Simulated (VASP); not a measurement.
# Al2Pt (Pba2) in VASP: notebook

The runs below take Al2Pt through single point, relaxation of cell and atoms, with PBE.

All numbers are computed with VASP 6.6.1; they aren't measurements. Logs are shortened: lines on timing, memory, paths and dates and some standing lists are left out, and cuts for length are marked.

## 1. The cell of the first run

The structure is orthorhombic, space group Pba2 (No. 32). The conventional cell has a = 4.388 Å, b = 4.875 Å, c = 4.394 Å, α = 90.00°, β = 90.00°, γ = 90.00°. Within 2.9 Å of Al (site symmetry 1) lie 3 Pt at 2.14 to 2.89 Å and 6 Al at 2.22 to 2.75 Å. Within 2.9 Å of Pt (site symmetry 2) lie 6 Al at 2.14 to 2.89 Å.

The cell was built from a structure type or drawn by symmetry, and may not be a known phase.

## 2. Single point, PBE

Input file INCAR:

```
SYSTEM = Al2Pt
PREC = Accurate ; ENCUT = 520
EDIFF = 1E-6 ; ISMEAR = 0
SIGMA = 0.1 ; LREAL = .FALSE.
LASPH = .TRUE. ; NELM = 100
ALGO = Normal ; ISIF = 2
LWAVE = .FALSE. ; LCHARG = .TRUE.
GGA = PE ; LELF = .TRUE.
LVHAR = .TRUE. ; NBANDS = 25
```

Input file KPOINTS:

```
Automatic mesh
0
G
  4 4 4
  0 0 0
```

Input file POSCAR:

```
Al2Pt
1.0
    4.3881432600      0.0000000000      0.0000000000
    0.0000000000      4.8749842800      0.0000000000
    0.0000000000      0.0000000000      4.3936114500
Al Pt
4 2
Direct
    0.2161382400      0.6185845500      0.3893682100
    0.7838617600      0.3814154500      0.3893682100
    0.2838617600      0.1185845500      0.3893682100
    0.7161382400      0.8814154500      0.3893682100
    0.5000000000      0.0000000000      0.8067649300
    0.0000000000      0.5000000000      0.8067649300
```

Potentials or basis: VASP PAW PBE potentials, release 64 (Al, Pt).

Launch:

```console
> cat potpaw_PBE.64/Al/POTCAR potpaw_PBE.64/Pt/POTCAR > POTCAR
> mpirun -np 1 vasp_std > vasp.out
```

OUTCAR:

```text
SYSTEM = Al2Pt
   PREC = Accurate
   ENCUT = 520
   EDIFF = 1E-6
   ISMEAR = 0
   LREAL = .FALSE.
   LASPH = .TRUE.
   NELM = 100
   ISIF = 2
   GGA = PE

 ion  position               nearest neighbor table
   1  0.216  0.619  0.389-   6 2.14   2 2.22   3 2.46   3 2.46   4 2.54   4 2.54   2 2.75   6 2.79
                             5 2.89   5 3.40
   2  0.784  0.381  0.389-   6 2.14   1 2.22   4 2.46   4 2.46   3 2.54   3 2.54   1 2.75   6 2.79
                             5 2.89   5 3.40
   3  0.284  0.119  0.389-   5 2.14   4 2.22   1 2.46   1 2.46   2 2.54   2 2.54   4 2.75   5 2.79
                             6 2.89   6 3.40
   4  0.716  0.881  0.389-   5 2.14   3 2.22   2 2.46   2 2.46   1 2.54   1 2.54   3 2.75   5 2.79
                             6 2.89   6 3.40
   5  0.500  0.000  0.807-   3 2.14   4 2.14   3 2.79   4 2.79   1 2.89   2 2.89   6 3.28   6 3.28
                             6 3.28   6 3.28   1 3.40   2 3.40
   6  0.000  0.500  0.807-   1 2.14   2 2.14   1 2.79   2 2.79   3 2.89   4 2.89   5 3.28   5 3.28
                             5 3.28   5 3.28   3 3.40   4 3.40

  LATTYP: Found a simple orthorhombic cell.
 ALAT       =     4.3881432600
 B/A-ratio  =     1.0012461284
 C/A-ratio  =     1.1109446504

  Lattice vectors:

 A1 = (  -4.3881432600,   0.0000000000,   0.0000000000)
 A2 = (   0.0000000000,   0.0000000000,   4.3936114500)
 A3 = (   0.0000000000,   4.8749842800,   0.0000000000)

Analysis of symmetry for initial positions (statically):
=====================================================================
 Subroutine PRICEL returns:
 Original cell was already a primitive cell.

 Routine SETGRP: Setting up the symmetry group for a
 simple orthorhombic supercell.

 Subroutine GETGRP returns: Found  4 space group operations
 (whereof  2 operations were pure point group operations)
 out of a pool of  8 trial point group operations.

The static configuration has the point symmetry C_2 .
 The point group associated with its full space group is C_2v.

Analysis of symmetry for dynamics (positions and initial velocities):
=====================================================================
 Subroutine PRICEL returns:
 Original cell was already a primitive cell.

 Routine SETGRP: Setting up the symmetry group for a
 simple orthorhombic supercell.

 Subroutine GETGRP returns: Found  4 space group operations
 (whereof  2 operations were pure point group operations)
 out of a pool of  8 trial point group operations.

The dynamic configuration has the point symmetry C_2 .
 The point group associated with its full space group is C_2v.

 Subroutine INISYM returns: Found  4 space group operations
 (whereof  2 operations are pure point group operations),
 and found     1 'primitive' translations

----------------------------------------------------------------------------------------

                                     Primitive cell

  volume of cell :      93.9887

  direct lattice vectors                    reciprocal lattice vectors
     4.388143260  0.000000000  0.000000000     0.227886817  0.000000000  0.000000000
     0.000000000  4.874984280  0.000000000     0.000000000  0.205128867  0.000000000
     0.000000000  0.000000000  4.393611450     0.000000000  0.000000000  0.227603194

  length of vectors
     4.388143260  4.874984280  4.393611450     0.227886817  0.205128867  0.227603194

  position of ions in fractional coordinates (direct lattice)
     0.216138240  0.618584550  0.389368210
     0.783861760  0.381415450  0.389368210
     0.283861760  0.118584550  0.389368210
     0.716138240  0.881415450  0.389368210
     0.500000000  0.000000000  0.806764930
     0.000000000  0.500000000  0.806764930

  ion indices of the primitive-cell ions
   primitive index   ion index
                 1           1
                 2           2
                 3           3
                 4           4
                 5           5
                 6           6

----------------------------------------------------------------------------------------

 KPOINTS: Automatic mesh

Automatic generation of k-mesh.
 Grid dimensions read from file:
 generate k-points for:    4    4    4

 Generating k-lattice:

  Cartesian coordinates                     Fractional coordinates (reciprocal lattice)
     0.056971704  0.000000000  0.000000000     0.250000000  0.000000000  0.000000000
     0.000000000  0.051282217  0.000000000     0.000000000  0.250000000  0.000000000
     0.000000000  0.000000000  0.056900799     0.000000000  0.000000000  0.250000000

  Length of vectors
     0.056971704  0.051282217  0.056900799

  Shift w.r.t. Gamma in fractional coordinates (k-lattice)
     0.000000000  0.000000000  0.000000000

 Subroutine IBZKPT returns following result:
 ===========================================

 Found     27 irreducible k-points:

 Following reciprocal coordinates:
            Coordinates               Weight
  0.000000  0.000000  0.000000      1.000000
  0.250000  0.000000  0.000000      2.000000
  0.500000  0.000000  0.000000      1.000000
  0.000000  0.250000  0.000000      2.000000
  0.250000  0.250000  0.000000      4.000000
  0.500000  0.250000  0.000000      2.000000
[... 16 lines left out ...]
  0.250000  0.250000  0.500000      4.000000
  0.500000  0.250000  0.500000      2.000000
 [... further k-points ...]
   k-points           NKPTS =     27   k-points in BZ     NKDIM =     27   number of bands    NBANDS=     25
   number of dos      NEDOS =    301   number of ions     NIONS =      6
   total plane-waves  NPLWV =  46656
   dimension x,y,z NGX =    36 NGY =   36 NGZ =   36
   dimension x,y,z NGXF=    72 NGYF=   72 NGZF=   72
   ions per type =               4   2
   NGX,Y,Z   is equivalent  to a cutoff of  13.64, 12.28, 13.62 a.u.
   NGXF,Y,Z  is equivalent  to a cutoff of  27.28, 24.55, 27.24 a.u.
 SYSTEM =  Al2Pt
   PREC   = accura    normal or accurate (medium, high low for compatibility)
   ISTART =      0    job   : 0-new  1-cont  2-samecut
   ICHARG =      2    charge: 1-file 2-atom 10-const
   ISPIN  =      1    spin polarized calculation?
   LNONCOLLINEAR =      F non collinear calculations
   LSORBIT =      F    spin-orbit coupling
   LASPH  =      T    aspherical Exc in radial PAW
   ENCUT  =  520.0 eV  38.22 Ry    6.18 a.u.   8.16  9.06  8.17*2*pi/ulx,y,z
   NELM   =    100;   NELMIN=  2; NELMDL= -5     # of ELM steps
   EDIFF  = 0.1E-05   stopping-criterion for ELM
   LREAL  =      F    real-space projection
   EDIFFG = 0.1E-04   stopping-criterion for IOM
   NSW    =      0    number of steps for IOM
   IBRION =     -1    ionic relax: 0-MD 1-quasi-New 2-CG
   NFREE  =      0    steps in history (QN), initial steepest desc. (CG)
   ISIF   =      2    stress and relaxation
   ISYM   =      2    0-nonsym 1-usesym 2-fastsym
   POTIM  = 0.5000    time-step for ionic-motion
   TEBEG  =    0.0;   TEEND  =   0.0 temperature during run
   PSTRESS=    0.0 pullay stress
   NELECT =      32.0000    total number of electrons
   NUPDOWN=      -1.0000    fix difference up-down
   EMIN   =  10.00;   EMAX   =-10.00  energy-range for DOS
   EFERMI =   0.00;   METHOD = LEGACY
   ISMEAR =     0;   SIGMA  =   0.10  broadening in eV -4-tet -1-fermi 0-gaus
   EFERMI_NEDOS =   21; number of points for ismear=-14 and -15
   IALGO  =     38    algorithm
   IMIX   =      4    mixing-type and parameters
     AMIX     =   0.40;   BMIX     =  1.00
     AMIX_MAG =   1.60;   BMIX_MAG =  1.00
  volume/ion in A,a.u.               =      15.66       105.71
  Fermi-wavevector in a.u.,A,eV,Ry     =   1.143140  2.160222 17.779687  1.306770
  Thomas-Fermi vector in A             =   2.279836
   LORBIT       =      0    0 simple, 1 ext, 2 COOP (PROOUT), +10 PAW based schemes
   GGA     = PE    functional components
   LHFCALC =     F    Hartree Fock is set to
   AEXX    =    0.0000 exact exchange contribution
   IVDW    =     0    specifies the selected vdW correction
   LEPSILON=     F    determine dielectric tensor
   LRPA    =     F    only Hartree local field effects (RPA)
 non-spin polarized calculation
 Gauss-broadening in eV      SIGMA  =   0.10
  energy-cutoff  :      520.00
  volume of cell :       93.99
 maximum number of plane-waves:      2568
 NGX is ok and might be reduce to    36
   NGX = 17   NGY = 19   NGZ = 17

 number of electron      31.9999994 magnetization

 Free energy of the ion-electron system (eV)
  ---------------------------------------------------
  ext. energy  EPLUGINS =         0.00000000
  ---------------------------------------------------
  free energy    TOTEN  =       -23.45003464 eV

  energy without entropy =      -23.43916942  energy(sigma->0) =      -23.44460203

 E-fermi :   8.8114     XC(G=0): -11.0917

 val. band max:        8.7724111586   @ k =   0.5000   0.0000   0.2500
 cond. band min:       8.8236573287   @ k =   0.5000   0.2500   0.0000
 fundamental gap:      0.0512461702
 Fermi energy:         8.8113967334

 k-point     1 :       0.0000    0.0000    0.0000
  band No.  band energies     occupation
      1      -2.7435      2.00000
      2       1.1359      2.00000
      3       3.0976      2.00000
      4       3.5712      2.00000
      5       3.6489      2.00000
      6       3.8632      2.00000
[... 17 lines left out ...]
     24      14.2627      0.00000
     25      14.8900      0.00000

 k-point     2 :       0.2500    0.0000    0.0000
  band No.  band energies     occupation
      1      -2.2953      2.00000
      2       0.5339      2.00000
      3       3.0180      2.00000
      4       3.2746      2.00000
      5       3.6937      2.00000
      6       4.2967      2.00000
[... 17 lines left out ...]
     24      15.5257      0.00000
     25      15.6106      0.00000
[... 586 lines left out ...]
     24      16.8868      0.00000
     25      17.1704      0.00000

 k-point    24 :       0.5000    0.2500    0.5000
  band No.  band energies     occupation
      1       0.2322      2.00000
      2       0.2322      2.00000
      3       2.2474      2.00000
      4       2.2474      2.00000
      5       3.6443      2.00000
      6       3.6443      2.00000
[... 17 lines left out ...]
     24      15.7122      0.00000
     25      17.1622      0.00000

 [... further k-points ...]

------------------------ aborting loop because EDIFF is reached ----------------------------------------

  FORCE on cell =-STRESS in cart. coord.  units (eV):
  Direction    XX          YY          ZZ          XY          YZ          ZX
  --------------------------------------------------------------------------------------
  -------------------------------------------------------------------------------------
  Total       25.7970107     18.4224335     20.0055639      0.0000000      0.0000000      0.0000000
  in kB      439.7484349    314.0377927    341.0246060      0.0000000      0.0000000      0.0000000
  external PRESSURE =     364.9369445 kB  Pullay stress =       0.0000000 kB

 VOLUME and BASIS-vectors are now :
 -----------------------------------------------------------------------------
  energy-cutoff  :      520.00
  volume of cell :       93.99
      direct lattice vectors                 reciprocal lattice vectors
     4.388143260  0.000000000  0.000000000     0.227886817  0.000000000  0.000000000
     0.000000000  4.874984280  0.000000000     0.000000000  0.205128867  0.000000000
     0.000000000  0.000000000  4.393611450     0.000000000  0.000000000  0.227603194

 POSITION                                       TOTAL-FORCE (eV/Angst)
 -----------------------------------------------------------------------------------
      0.94845      3.01559      1.71073         4.496215      2.519271     -3.461110
      3.43970      1.85939      1.71073        -4.496215     -2.519271     -3.461110
      1.24563      0.57810      1.71073        -4.496215      2.519271     -3.461110
      3.14252      4.29689      1.71073         4.496215     -2.519271     -3.461110
      2.19407      0.00000      3.54461         0.000000      0.000000      6.922219
      0.00000      2.43749      3.54461         0.000000      0.000000      6.922219
 -----------------------------------------------------------------------------------
    total drift:                                0.000000     -0.000000      0.000017

  FREE ENERGIE OF THE ION-ELECTRON SYSTEM (eV)
  ---------------------------------------------------
  free  energy   TOTEN  =       -23.4500346440 eV

  energy  without entropy=      -23.4391694228  energy(sigma->0) =      -23.44460203
```

It took 20 s on 1 thread of Intel Xeon 6975P-C (Granite Rapids), shared host; peak memory 0.23 GiB.

Results:

```
Free energy            : -23.4500 eV
Pressure               : 36.5 GPa
Largest force          : 6.922 eV/Å
Band gap on the k mesh : zero (bands 16 and 17 overlap by 0.91 eV)
```

Forces on the atoms (eV/Å):
```
Al   4.496  2.519 -3.461
Al  -4.496 -2.519 -3.461
Al  -4.496  2.519 -3.461
Al   4.496 -2.519 -3.461
Pt   0.000  0.000  6.922
Pt   0.000  0.000  6.922
```

Caveat: the cell stands under pressure; spin-orbit coupling is left out, which moves the levels of the heavy elements; forces of over 1 eV/Å act on the atoms, so gaps and moduli don't describe the material at rest.

## 3. Relaxation of cell and atoms, PBE

Input file INCAR:

```
SYSTEM = Al2Pt
PREC     = Accurate       ! precision mode
ENCUT    = 600            ! plane-wave cutoff, eV
EDIFF    = 1E-6           ! SCF threshold, eV
ISMEAR   = 0              ! smearing method
SIGMA    = 0.1            ! smearing width, eV
LREAL    = .FALSE.        ! projectors in reciprocal space
LASPH    = .TRUE.         ! aspherical terms in the spheres
NELM     = 60             ! most SCF steps
ALGO     = Normal         ! electronic algorithm
ISIF     = 3              ! what is computed and relaxed
LWAVE    = .FALSE.        ! write WAVECAR
LCHARG   = .FALSE.        ! write CHGCAR
GGA      = PE             ! functional
IBRION   = 2              ! ionic algorithm
NSW      = 90             ! ionic steps
EDIFFG   = -0.04          ! ionic threshold
```

KPOINTS is that of step 2.

POSCAR is that of step 2.

Potentials or basis: VASP PAW PBE potentials, release 64 (Al, Pt).

Launch:

```console
> cat potpaw_PBE.64/Al/POTCAR potpaw_PBE.64/Pt/POTCAR > POTCAR
> mpirun -np 1 vasp_std > vasp.out
```

Wall time 6 min (1 thread of Intel Xeon 6975P-C (Granite Rapids), shared host); peak memory 0.26 GiB.

Results (log left out):

```yaml
Free_energy: -31.0825 eV
Relaxed_volume: 16.70 Å³/atom
Relaxed_cell: a = 6.058 Å, b = 6.019 Å, c = 2.748 Å, α = 90.00°, β = 90.00°, γ = 90.00°
Space_group_after_relaxing_to_0.1_Å: P4/mbm (No. 127)
Energy_gained_by_relaxing: 1272.0 meV/atom
Ionic_steps: 30
Pressure_after_relaxing: 0.1 GPa
Largest_force_after_relaxing: 0.029 eV/Å
Band_gap_on_the_k_mesh: zero (bands 16 and 17 overlap by 2.67 eV)
```

Forces in eV/Å, atoms in the order of the input:
```
Al  -0.027  0.009 -0.003
Al   0.027 -0.009 -0.003
Al   0.027  0.009 -0.003
Al  -0.027 -0.009 -0.003
Pt   0.000  0.000  0.007
Pt   0.000  0.000  0.007
```

Stress tensor (GPa, compression positive):
```
0.01 0.00 0.00
0.00 0.07 0.00
0.00 0.00 0.30
```

The path:
```csv
step,energy change (eV),largest force (eV/Å),pressure (GPa),volume (Å³)
1,0.0000,6.9224,36.53,93.99
2,-0.8009,0.7068,-15.77,151.31
3,-3.6960,0.3845,-6.68,115.77
4,-3.7371,0.5158,-5.29,114.07
5,-3.7553,0.7157,-3.27,111.87
6,-4.8679,0.8364,-1.80,109.61
7,-5.1200,1.1147,0.88,107.99
8,-5.0711,2.2615,8.84,103.79
9,-5.5688,1.8814,2.33,107.78
10,-6.2051,0.9606,-8.58,115.72
11,-6.2768,0.6966,-10.86,117.93
12,-6.7295,0.4350,-11.12,115.81
13,-6.9200,0.3312,-11.02,114.35
14,-7.1166,0.4733,-7.98,111.01
15,-7.1077,0.3946,-9.31,112.08
16,-7.3992,0.5432,-4.02,105.77
17,-7.4602,0.6383,0.19,101.98
18,-7.4606,0.6470,0.60,101.64
19,-7.4917,0.5538,0.55,101.44
20,-7.5581,0.2739,0.59,100.83
21,-7.5614,0.3137,1.75,99.61
22,-7.5824,0.2383,1.00,100.21
23,-7.5922,0.1627,-0.99,101.60
24,-7.5922,0.1644,-0.96,101.57
25,-7.6029,0.1421,-0.80,101.31
26,-7.6200,0.1663,-0.11,100.51
27,-7.6276,0.1104,0.26,100.16
28,-7.6304,0.0426,0.81,99.72
29,-7.6279,0.0692,-0.95,101.07
30,-7.6319,0.0290,0.13,100.23
```

Final structure:
```xyz
6
Lattice="6.0585 0.0000 0.0000 0.0000 6.0191 0.0000 0.0000 0.0000 2.7485" Properties=species:S:1:pos:R:3 pbc="T T T"
Al    2.0491    3.9791    0.9951
Al    4.0094    2.0401    0.9951
Al    0.9801    0.9695    0.9951
Al    5.0783    5.0496    0.9951
Pt    3.0292    0.0000    2.3676
Pt    0.0000    3.0096    2.3676
```

Levels at points of the mesh, in eV from the Fermi level:
```tsv
k point	band 13	band 14	band 15	band 16	band 17	band 18	band 19	band 20
(0.00, 0.00, 0.00)	-2.54	-2.54	-2.01	-1.98	-1.84	-0.83	2.34	5.60
(0.50, 0.00, 0.00)	-2.59	-2.59	-2.57	-2.57	-0.01	-0.01	4.30	4.30
(0.00, 0.50, 0.00)	-2.59	-2.59	-2.58	-2.58	0.07	0.07	4.31	4.31
(0.50, 0.50, 0.00)	-2.53	-2.53	-0.41	-0.41	-0.30	-0.30	2.96	2.96
(0.00, 0.00, 0.50)	-1.54	-1.50	-1.50	0.29	1.40	2.35	2.49	2.58
(0.50, 0.00, 0.50)	-0.60	-0.60	0.03	0.03	0.37	0.37	2.49	2.49
(0.00, 0.50, 0.50)	-0.62	-0.62	0.02	0.02	0.35	0.35	2.47	2.47
(0.50, 0.50, 0.50)	-2.95	-2.95	-0.75	-0.75	1.12	1.12	4.44	4.44
```

Caveat: a cell axis changed by over 15 % at a fixed basis, so the end point is rough; spin-orbit coupling is left out, which moves the levels of the heavy elements.
